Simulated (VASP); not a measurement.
Input of a VASP 6.6.1 run:

INCAR

```
  PREC = Accurate
  ENCUT = 520
  EDIFF = 1E-7
  ISMEAR = 0
  SIGMA = 0.02
  LREAL = Auto
  LASPH = T
  NELM = 60
  ALGO = Normal
  ISIF = 2
  LWAVE = F
  LCHARG = F
  GGA = PS
  NBANDS = 86
```

Contents of KPOINTS:

```
Automatic mesh
0
Gamma
  6 6 6
```

File POSCAR:

```
In3Ga5N8
1.0
   -0.0051991127     -0.0030017091     -5.3631096467
    3.3471274301      5.7515150960      0.0064014384
    3.3073944683     -5.7285752599      0.0000000000
In Ga N
3 5 8
Direct
    0.0012417436      0.1601760693      0.3248651143
    0.0012417436      0.1601760693      0.8353109549
    0.5014845743      0.3425903509      0.6712951755
    0.0047450633      0.6654135244      0.3327067622
    0.0018985697      0.6712481336      0.8356240668
    0.4999980402      0.3387099172      0.1693549586
    0.5021040453      0.8290365537      0.6650635761
    0.5021040453      0.8290365537      0.1639729776
    0.6011908934      0.1551399790      0.3123538310
    0.6011908934      0.1551399790      0.8427861480
    0.6318144099      0.6678522957      0.3339261478
    0.6365693332      0.6914436321      0.8457218160
    0.1041925778      0.3546700271      0.6773350136
    0.1401045550      0.3574515012      0.1787257506
    0.1350597561      0.8109577069      0.6547331295
    0.1350597561      0.8109577069      0.1562245774
```

Potentials or basis: VASP PAW PBE potentials, release 64 (In_d, Ga_d, N).

The run is started by

```sh
$ cat potpaw_PBE.64/In_d/POTCAR potpaw_PBE.64/Ga_d/POTCAR potpaw_PBE.64/N/POTCAR > POTCAR
$ mpirun -np 1 vasp_std > vasp.out
```

Q: Predict the band gap on the k mesh.

A: 0.72 eV.

Q: Predict the pressure.

A: 0.0 GPa.

Q: Estimate the largest force.

A: 0.035 eV/Å.

Forces on the atoms (eV/Å):
```
In   0.012  0.004 -0.002
In   0.009  0.008 -0.002
In   0.001  0.001  0.008
Ga  -0.015 -0.008 -0.005
Ga  -0.018 -0.011 -0.008
Ga  -0.014 -0.008  0.010
Ga   0.010 -0.005 -0.002
Ga   0.001  0.011 -0.002
N   -0.023  0.009  0.014
N   -0.004 -0.024  0.014
N    0.002  0.001 -0.005
N    0.014  0.008 -0.007
N    0.028  0.016  0.014
N    0.025  0.015 -0.018
N   -0.015 -0.009 -0.004
N   -0.015 -0.009 -0.004
```

Caveat: semilocal functionals underestimate gaps, and a narrow one can read as zero; the PAW data sets were made with another functional, which shifts forces and pressure a little; spin-orbit coupling is left out, which moves the levels of the heavy elements.
